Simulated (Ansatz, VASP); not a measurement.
Ni in VASP and in Ansatz

The input INCAR:

```
  PREC = Accurate
  ENCUT = 520
  EDIFF = 1E-6
  ISMEAR = -1
  SIGMA = 0.05
  LREAL = False
  LASPH = True
  NELM = 150
  ALGO = Normal
  ISIF = 2
  LWAVE = False
  LCHARG = False
  ISPIN = 2
  MAGMOM = 0.852 0.852
  LORBIT = 11
  LMAXMIX = 4
  GGA = RP
  NBANDS = 21
```

Contents of KPOINTS:

```
Automatic mesh
0
Gamma
  12 12 12
```

POSCAR

```
Ni
1.0
    0.0000000000      2.6490721567      2.6490721567
    2.6490721567      0.0000000000      2.6490721567
    2.6490721567      2.6490721567      0.0000000000
Ni
2
Direct
    0.1250000000      0.1250000000      0.1250000000
    0.8750000000      0.8750000000      0.8750000000
```

Input for Ansatz:

```yaml
crystal:
  lattice:
    - [0.0, 2.6490721567, 2.6490721567]
    - [2.6490721567, 0.0, 2.6490721567]
    - [2.6490721567, 2.6490721567, 0.0]
  atoms:
    - { symbol: Ni, position: [0.125, 0.125, 0.125], spin: 0.852 }
    - { symbol: Ni, position: [0.875, 0.875, 0.875], spin: 0.852 }
hamiltonian:
  xc: rpbe
  pseudopotentials:
    kind: paw
    azcp:
      Ni: "pseudopotentials/Ni.paw.azcp"
basis:
  ecutwfc: 420
  fft_grid_basis: typed
kpoints:
  mp_grid: { grid: [12, 12, 12], shift: [0, 0, 0] }
magnetization:
  spin_polarized: true
scf:
  occupations: { method: fermi_dirac, width: 0.05 }
  lower_state_search: "off"
output:
  stress: true
```

Alike in both runs: task single point; functional RPBE; k mesh 12 × 12 × 12; occupations fermi-dirac, width 0.05 eV; collinear spin.

|  | VASP | Ansatz |
| --- | --- | --- |
| version | VASP 6.6.1 | Ansatz 0.2.0 |
| potentials or method | VASP PAW PBE potentials, release 64 (Ni), cutoff 520 eV | plane waves (420 eV) with PAW, scalar-relativistic |
| valence electrons in the cell | 20 | 36 |

|  | VASP | Ansatz | Ansatz less VASP |
| --- | --- | --- | --- |
| pressure (GPa) | -4.9 | -5.0 | -0.17 |
| net moment per atom (μB) | 0.80 | 0.81 | +0.014 |
| size of the moment on the site where the two differ most (μB) | 0.82 | 0.87 | +0.048 |

VASP's potentials were made for PBE, not for RPBE. Site moments also hang on the region over which each program counts them. VASP's potentials hold 20 valence electrons a cell and Ansatz's 36, so a difference there can come from the potentials and not from the codes.
